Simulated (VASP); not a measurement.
# KNb3O (Pm-3m) in VASP: further runs

The runs below take KNb3O through single point, with PBE.

All numbers are computed with VASP 6.6.1; they aren't measurements. Logs are shortened: lines on timing, memory, paths and dates and some standing lists are left out, and cuts for length are marked.

### Step 1. The cell of the first run

Symmetry: Pm-3m, No. 221, cubic system. Conventional cell: a = 4.319 Å, b = 4.319 Å, c = 4.319 Å, α = 90.00°, β = 90.00°, γ = 90.00°. Within 4.0 Å of K (site symmetry m-3m) lie 12 Nb at 3.05 Å and 8 O at 3.74 Å. Nb (site symmetry 4/mmm) has 2 O at 2.16 Å within 2.9 Å. Within 2.9 Å of O (site symmetry m-3m) lie 6 Nb at 2.16 Å.

The cell was built from a structure type or drawn by symmetry, and may not be a known phase.

### Step 2. Single point, PBE

File INCAR:

```
  ALGO = Normal
  EDIFF = 1E-7
  ENCUT = 520
  GGA = PE
  ISIF = 2
  ISMEAR = 0
  LASPH = T
  LCHARG = F
  LREAL = F
  LWAVE = F
  NBANDS = 35
  NELM = 80
  PREC = Accurate
  SIGMA = 0.1
```

File KPOINTS:

```
k-points
0
Gamma
  4 4 4
```

File POSCAR:

```
KNb3O
1.0
    4.3193475300      0.0000000000      0.0000000000
    0.0000000000      4.3193475300      0.0000000000
    0.0000000000      0.0000000000      4.3193475300
K Nb O
1 3 1
Direct
    0.0000000000      0.0000000000      0.0000000000
    0.5000000000      0.5000000000      0.0000000000
    0.5000000000      0.0000000000      0.5000000000
    0.0000000000      0.5000000000      0.5000000000
    0.5000000000      0.5000000000      0.5000000000
```

Potentials or basis: VASP PAW PBE potentials, release 64 (K_sv, Nb_sv, O).

On the command line:

```
$ cat potpaw_PBE.64/K_sv/POTCAR potpaw_PBE.64/Nb_sv/POTCAR potpaw_PBE.64/O/POTCAR > POTCAR
$ mpirun -np 1 vasp_std > vasp.out
```

OUTCAR:

```text
EDIFF = 1E-7
   ENCUT = 520
   GGA = PE
   ISIF = 2
   ISMEAR = 0
   LASPH = T
   LREAL = F
   NELM = 80
   PREC = Accurate

 ion  position               nearest neighbor table
   1  0.000  0.000  0.000-   2 3.05   3 3.05   4 3.05   3 3.05   4 3.05   2 3.05   4 3.05   4 3.05
                             2 3.05   3 3.05   3 3.05   2 3.05
   2  0.500  0.500  0.000-   5 2.16   5 2.16   1 3.05   1 3.05   1 3.05   1 3.05
   3  0.500  0.000  0.500-   5 2.16   5 2.16   1 3.05   1 3.05   1 3.05   1 3.05
   4  0.000  0.500  0.500-   5 2.16   5 2.16   1 3.05   1 3.05   1 3.05   1 3.05
   5  0.500  0.500  0.500-   2 2.16   3 2.16   4 2.16   2 2.16   3 2.16   4 2.16

  LATTYP: Found a simple cubic cell.
 ALAT       =     4.3193475300

  Lattice vectors:

 A1 = (   4.3193475300,   0.0000000000,   0.0000000000)
 A2 = (   0.0000000000,   4.3193475300,   0.0000000000)
 A3 = (   0.0000000000,   0.0000000000,   4.3193475300)

Analysis of symmetry for initial positions (statically):
=====================================================================
 Subroutine PRICEL returns:
 Original cell was already a primitive cell.

 Routine SETGRP: Setting up the symmetry group for a
 simple cubic supercell.

 Subroutine GETGRP returns: Found 48 space group operations
 (whereof 48 operations were pure point group operations)
 out of a pool of 48 trial point group operations.

The static configuration has the point symmetry O_h .

Analysis of symmetry for dynamics (positions and initial velocities):
=====================================================================
 Subroutine PRICEL returns:
 Original cell was already a primitive cell.

 Routine SETGRP: Setting up the symmetry group for a
 simple cubic supercell.

 Subroutine GETGRP returns: Found 48 space group operations
 (whereof 48 operations were pure point group operations)
 out of a pool of 48 trial point group operations.

The dynamic configuration has the point symmetry O_h .

 Subroutine INISYM returns: Found 48 space group operations
 (whereof 48 operations are pure point group operations),
 and found     1 'primitive' translations

----------------------------------------------------------------------------------------

                                     Primitive cell

  volume of cell :      80.5850

  direct lattice vectors                    reciprocal lattice vectors
     4.319347530  0.000000000  0.000000000     0.231516449  0.000000000  0.000000000
     0.000000000  4.319347530  0.000000000     0.000000000  0.231516449  0.000000000
     0.000000000  0.000000000  4.319347530     0.000000000  0.000000000  0.231516449

  length of vectors
     4.319347530  4.319347530  4.319347530     0.231516449  0.231516449  0.231516449

  position of ions in fractional coordinates (direct lattice)
     0.000000000  0.000000000  0.000000000
     0.500000000  0.500000000  0.000000000
     0.500000000  0.000000000  0.500000000
     0.000000000  0.500000000  0.500000000
     0.500000000  0.500000000  0.500000000

  ion indices of the primitive-cell ions
   primitive index   ion index
                 1           1
                 2           2
                 3           3
                 4           4
                 5           5

----------------------------------------------------------------------------------------

 KPOINTS: k-points

Automatic generation of k-mesh.
 Grid dimensions read from file:
 generate k-points for:    4    4    4

 Generating k-lattice:

  Cartesian coordinates                     Fractional coordinates (reciprocal lattice)
     0.057879112  0.000000000  0.000000000     0.250000000  0.000000000  0.000000000
     0.000000000  0.057879112  0.000000000     0.000000000  0.250000000  0.000000000
     0.000000000  0.000000000  0.057879112     0.000000000  0.000000000  0.250000000

  Length of vectors
     0.057879112  0.057879112  0.057879112

  Shift w.r.t. Gamma in fractional coordinates (k-lattice)
     0.000000000  0.000000000  0.000000000

 Subroutine IBZKPT returns following result:
 ===========================================

 Found     10 irreducible k-points:

 Following reciprocal coordinates:
            Coordinates               Weight
  0.000000  0.000000  0.000000      1.000000
  0.250000  0.000000  0.000000      6.000000
  0.500000  0.000000  0.000000      3.000000
  0.250000  0.250000  0.000000     12.000000
  0.500000  0.250000  0.000000     12.000000
  0.500000  0.500000  0.000000      3.000000
  0.250000  0.250000  0.250000      8.000000
  0.500000  0.250000  0.250000     12.000000
  0.500000  0.500000  0.250000      6.000000
  0.500000  0.500000  0.500000      1.000000
   k-points           NKPTS =     10   k-points in BZ     NKDIM =     10   number of bands    NBANDS=     35
   number of dos      NEDOS =    301   number of ions     NIONS =      5
   total plane-waves  NPLWV =  32768
   dimension x,y,z NGX =    32 NGY =   32 NGZ =   32
   dimension x,y,z NGXF=    64 NGYF=   64 NGZF=   64
   ions per type =               1   3   1
   NGX,Y,Z   is equivalent  to a cutoff of  12.32, 12.32, 12.32 a.u.
   NGXF,Y,Z  is equivalent  to a cutoff of  24.63, 24.63, 24.63 a.u.
 SYSTEM =  unknown system
   PREC   = accura    normal or accurate (medium, high low for compatibility)
   ISTART =      0    job   : 0-new  1-cont  2-samecut
   ICHARG =      2    charge: 1-file 2-atom 10-const
   ISPIN  =      1    spin polarized calculation?
   LNONCOLLINEAR =      F non collinear calculations
   LSORBIT =      F    spin-orbit coupling
   LASPH  =      T    aspherical Exc in radial PAW
   ENCUT  =  520.0 eV  38.22 Ry    6.18 a.u.   8.03  8.03  8.03*2*pi/ulx,y,z
   NELM   =     80;   NELMIN=  2; NELMDL= -5     # of ELM steps
   EDIFF  = 0.1E-06   stopping-criterion for ELM
   LREAL  =      F    real-space projection
   EDIFFG = 0.1E-05   stopping-criterion for IOM
   NSW    =      0    number of steps for IOM
   IBRION =     -1    ionic relax: 0-MD 1-quasi-New 2-CG
   NFREE  =      0    steps in history (QN), initial steepest desc. (CG)
   ISIF   =      2    stress and relaxation
   ISYM   =      2    0-nonsym 1-usesym 2-fastsym
   POTIM  = 0.5000    time-step for ionic-motion
   TEBEG  =    0.0;   TEEND  =   0.0 temperature during run
   PSTRESS=    0.0 pullay stress
   NELECT =      54.0000    total number of electrons
   NUPDOWN=      -1.0000    fix difference up-down
   EMIN   =  10.00;   EMAX   =-10.00  energy-range for DOS
   EFERMI =   0.00;   METHOD = LEGACY
   ISMEAR =     0;   SIGMA  =   0.10  broadening in eV -4-tet -1-fermi 0-gaus
   EFERMI_NEDOS =   21; number of points for ismear=-14 and -15
   IALGO  =     38    algorithm
   IMIX   =      4    mixing-type and parameters
     AMIX     =   0.40;   BMIX     =  1.00
     AMIX_MAG =   1.60;   BMIX_MAG =  1.00
  volume/ion in A,a.u.               =      16.12       108.76
  Fermi-wavevector in a.u.,A,eV,Ry     =   1.432588  2.707199 27.923346  2.052308
  Thomas-Fermi vector in A             =   2.552199
   LORBIT       =      0    0 simple, 1 ext, 2 COOP (PROOUT), +10 PAW based schemes
   GGA     = PE    functional components
   LHFCALC =     F    Hartree Fock is set to
   AEXX    =    0.0000 exact exchange contribution
   IVDW    =     0    specifies the selected vdW correction
   LEPSILON=     F    determine dielectric tensor
   LRPA    =     F    only Hartree local field effects (RPA)
 non-spin polarized calculation
 Gauss-broadening in eV      SIGMA  =   0.10
  energy-cutoff  :      520.00
  volume of cell :       80.59
 maximum number of plane-waves:      2178
   NGX = 17   NGY = 17   NGZ = 17

 number of electron      53.9999990 magnetization

 Free energy of the ion-electron system (eV)
  ---------------------------------------------------
  ext. energy  EPLUGINS =         0.00000000
  ---------------------------------------------------
  free energy    TOTEN  =       -34.84327616 eV

  energy without entropy =      -34.82149378  energy(sigma->0) =      -34.83238497

 E-fermi :   9.4778     XC(G=0): -11.8974

 val. band max:        9.4644981967   @ k =   0.2500   0.2500   0.2500
 cond. band min:       9.4961790735   @ k =   0.2500   0.2500   0.0000
 fundamental gap:      0.0316808769
 Fermi energy:         9.4778335156

 k-point     1 :       0.0000    0.0000    0.0000
  band No.  band energies     occupation
      1     -45.6845      2.00000
      2     -45.5235      2.00000
      3     -45.5235      2.00000
      4     -22.1666      2.00000
      5     -22.1666      2.00000
      6     -22.1666      2.00000
[... 27 lines left out ...]
     34      13.6814      0.00000
     35      13.6814      0.00000

 k-point     2 :       0.2500    0.0000    0.0000
  band No.  band energies     occupation
      1     -45.6640      2.00000
      2     -45.5438      2.00000
      3     -45.5233      2.00000
      4     -22.1292      2.00000
      5     -22.1188      2.00000
      6     -22.1188      2.00000
[... 27 lines left out ...]
     34      12.3996      0.00000
     35      12.4078      0.00000

 k-point     3 :       0.5000    0.0000    0.0000
  band No.  band energies     occupation
      1     -45.6310      2.00000
      2     -45.5765      2.00000
      3     -45.5231      2.00000
      4     -22.0605      2.00000
      5     -22.0605      2.00000
      6     -22.0531      2.00000
[... 27 lines left out ...]
     34      11.7770      0.00000
     35      12.3100      0.00000
[... 191 lines left out ...]
 k-point     9 :       0.5000    0.5000    0.2500
  band No.  band energies     occupation
      1     -45.5762      2.00000
      2     -45.5757      2.00000
      3     -45.5757      2.00000
      4     -22.7409      2.00000
      5     -21.9453      2.00000
      6     -21.8337      2.00000
[... 27 lines left out ...]
     34      12.3681      0.00000
     35      13.4142      0.00000

 k-point    10 :       0.5000    0.5000    0.5000
  band No.  band energies     occupation
      1     -45.5755      2.00000
      2     -45.5755      2.00000
      3     -45.5755      2.00000
      4     -22.9059      2.00000
      5     -21.9186      2.00000
      6     -21.9186      2.00000
[... 27 lines left out ...]
     34      13.2577      0.00000
     35      13.3555      0.00000

------------------------ aborting loop because EDIFF is reached ----------------------------------------

  FORCE on cell =-STRESS in cart. coord.  units (eV):
  Direction    XX          YY          ZZ          XY          YZ          ZX
  --------------------------------------------------------------------------------------
  -------------------------------------------------------------------------------------
  Total        5.3201861      5.3201861      5.3201861     -0.0000000     -0.0000000      0.0000000
  in kB      105.7749829    105.7749829    105.7749829     -0.0000000     -0.0000000      0.0000000
  external PRESSURE =     105.7749829 kB  Pullay stress =       0.0000000 kB

 VOLUME and BASIS-vectors are now :
 -----------------------------------------------------------------------------
  energy-cutoff  :      520.00
  volume of cell :       80.59
      direct lattice vectors                 reciprocal lattice vectors
     4.319347530  0.000000000  0.000000000     0.231516449  0.000000000  0.000000000
     0.000000000  4.319347530  0.000000000     0.000000000  0.231516449  0.000000000
     0.000000000  0.000000000  4.319347530     0.000000000  0.000000000  0.231516449

 POSITION                                       TOTAL-FORCE (eV/Angst)
 -----------------------------------------------------------------------------------
      0.00000      0.00000      0.00000         0.000000      0.000000      0.000000
      2.15967      2.15967      0.00000         0.000000      0.000000      0.000000
      2.15967      0.00000      2.15967         0.000000      0.000000      0.000000
      0.00000      2.15967      2.15967         0.000000      0.000000      0.000000
      2.15967      2.15967      2.15967         0.000000      0.000000      0.000000
 -----------------------------------------------------------------------------------
    total drift:                                0.000000     -0.000000     -0.000000

  FREE ENERGIE OF THE ION-ELECTRON SYSTEM (eV)
  ---------------------------------------------------
  free  energy   TOTEN  =       -34.8432761561 eV

  energy  without entropy=      -34.8214937784  energy(sigma->0) =      -34.83238497
```

Wall time 61 s (1 thread of Intel Xeon 8259CL, shared host); peak memory 0.18 GiB.

Results:

```yaml
Free_energy: -34.8433 eV
Pressure: 10.6 GPa
Band_gap_on_the_k_mesh: zero (bands 27 and 28 overlap by 1.19 eV)
```

Levels at points of the mesh, in eV from the Fermi level:
```csv
k point,band 24,band 25,band 26,band 27,band 28,band 29,band 30,band 31
"(0.00, 0.00, 0.00)",-3.12,-3.06,-3.06,0.75,0.75,0.75,2.04,2.04
"(0.50, 0.00, 0.00)",-1.50,-1.15,-1.15,-0.31,0.50,0.77,0.77,1.40
"(0.50, 0.50, 0.00)",-0.86,-0.86,-0.70,-0.70,-0.44,-0.08,0.62,0.82
"(0.50, 0.50, 0.50)",-1.74,-0.56,-0.56,-0.56,1.53,1.53,2.41,2.41
```

Caveat: the k points lie up to 0.36 Å⁻¹ apart, too coarse for converged energies and pressures of a metal.

### Step 3. Single point, PBE

This run uses another cell than the first one, of 17.36 Å³/atom.

File INCAR:

```
SYSTEM = KNb3O
ALGO = Normal
EDIFF = 1E-6
ENCUT = 520
GGA = PE
ISIF = 2
ISMEAR = 0
LASPH = .True.
LCHARG = .False.
LREAL = .False.
LWAVE = .False.
NBANDS = 35
NELM = 60
PREC = Accurate
SIGMA = 0.1
```

File KPOINTS:

```
k-points
0
Gamma
  4 4 4
  0 0 0
```

Edit POSCAR of step 2 so:

```diff
@@ -2,5 +2,5 @@
 1.0
-    4.3193475300      0.0000000000      0.0000000000
-    0.0000000000      4.3193475300      0.0000000000
-    0.0000000000      0.0000000000      4.3193475300
+    4.4278737694      0.0000000000      0.0000000000
+    0.0000000000      4.4278737694      0.0000000000
+    0.0000000000      0.0000000000      4.4278737694
 K Nb O
```

Potentials or basis: VASP PAW PBE potentials, release 64 (K_sv, Nb_sv, O).

On the command line:

```
$ cat potpaw_PBE.64/K_sv/POTCAR potpaw_PBE.64/Nb_sv/POTCAR potpaw_PBE.64/O/POTCAR > POTCAR
$ mpirun -np 1 vasp_std > vasp.out
```

Wall time 66 s (1 thread of Intel Xeon 8259CL, shared host); peak memory 0.21 GiB.

It converged, with:

- Free energy: -35.0439 eV
- Pressure: 0.2 GPa
- Band gap on the k mesh: zero (bands 27 and 28 overlap by 1.18 eV)

Levels at points of the mesh, in eV from the Fermi level:
```csv
k point,band 25,band 26,band 27,band 28,band 29,band 30
"(0.00, 0.00, 0.00)",-2.76,-2.76,0.74,0.74,0.74,1.88
"(0.50, 0.00, 0.00)",-1.07,-1.07,-0.18,0.39,0.74,0.74
"(0.50, 0.50, 0.00)",-0.76,-0.62,-0.62,-0.44,-0.07,0.59
"(0.50, 0.50, 0.50)",-0.48,-0.48,-0.48,1.45,1.45,2.10
```

### Step 4. Single point, PBE, collinear spin, zero start

File INCAR:

```
SYSTEM = KNb3O
  PREC = Accurate
  ENCUT = 520
  EDIFF = 1E-6
  ISMEAR = 0
  SIGMA = 0.1
  LREAL = .False.
  LASPH = .True.
  NELM = 150
  ALGO = Normal
  ISIF = 2
  LWAVE = .False.
  LCHARG = .False.
  ISPIN = 2
  MAGMOM = 0 0 0 0 0
  LORBIT = 11
  LMAXMIX = 4
  GGA = PE
  NBANDS = 39
```

File KPOINTS:

```
regular mesh
0
Gamma
  4 4 4
  0 0 0
```

Edit POSCAR of step 3 so:

```diff
@@ -2,5 +2,5 @@
 1.0
-    4.4278737694      0.0000000000      0.0000000000
-    0.0000000000      4.4278737694      0.0000000000
-    0.0000000000      0.0000000000      4.4278737694
+    4.3193475300      0.0000000000      0.0000000000
+    0.0000000000      4.3193475300      0.0000000000
+    0.0000000000      0.0000000000      4.3193475300
 K Nb O
```

On the command line:

```
$ cat potpaw_PBE.64/K_sv/POTCAR potpaw_PBE.64/Nb_sv/POTCAR potpaw_PBE.64/O/POTCAR > POTCAR
$ mpirun -np 1 vasp_std > vasp.out
```

Wall time 1.9 min (1 thread of Intel Xeon 8259CL, shared host); peak memory 0.22 GiB.

It converged, with:

```
Free energy                                           : -34.8433 eV
Pressure                                              : 10.6 GPa
Band gap on the k mesh                                : zero (filled and empty bands overlap)
Net moment                                            : 0.00 μB per cell
Valence electrons inside the program's atomic spheres : K 7.79; Nb 10.72; O 5.08
```

Levels at points of the mesh, in eV from the Fermi level:
Spin up:
```csv
k point,band 25,band 26,band 27,band 28,band 29,band 30
"(0.00, 0.00, 0.00)",-3.06,-3.06,0.75,0.75,0.75,2.04
"(0.50, 0.00, 0.00)",-1.15,-1.15,-0.31,0.50,0.77,0.77
"(0.50, 0.50, 0.00)",-0.86,-0.70,-0.70,-0.44,-0.08,0.62
"(0.50, 0.50, 0.50)",-0.56,-0.56,-0.56,1.53,1.53,2.41
```
Spin down:
| k point | band 23 | band 24 | band 25 | band 26 | band 27 | band 28 | band 29 | band 30 | band 31 | band 32 |
| --- | --- | --- | --- | --- | --- | --- | --- | --- | --- | --- |
| (0.00, 0.00, 0.00) | -3.12 | -3.12 | -3.06 | -3.06 | 0.75 | 0.75 | 0.75 | 2.04 | 2.04 | 2.82 |
| (0.50, 0.00, 0.00) | -2.33 | -1.50 | -1.15 | -1.15 | -0.31 | 0.50 | 0.77 | 0.77 | 1.40 | 1.51 |
| (0.50, 0.50, 0.00) | -0.94 | -0.86 | -0.86 | -0.70 | -0.70 | -0.44 | -0.08 | 0.62 | 0.82 | 1.47 |
| (0.50, 0.50, 0.50) | -1.74 | -1.74 | -0.56 | -0.56 | -0.56 | 1.53 | 1.53 | 2.41 | 2.41 | 2.41 |

Caveat: the k points lie up to 0.36 Å⁻¹ apart, too coarse for converged energies and pressures of a metal.

### Step 5. The runs side by side

```tsv
spin	cell	gap on the mesh (eV)	pressure (GPa)
off	a = 4.319 Å, 5 atoms	none	10.6
off	a = 4.428 Å, 5 atoms	none	0.2
collinear, zero start	a = 4.319 Å, 5 atoms	none	10.6
```

Alike in all rows: task single point; level PBE; potentials or basis VASP PAW PBE potentials, release 64 (K_sv, Nb_sv, O); k mesh 4 × 4 × 4; cutoff (eV) 520; smearing gaussian 0.1 eV.

Caveats: some runs use coarse meshes.

Total energies depend on the potentials used, so only differences within one code and one set of settings carry meaning.
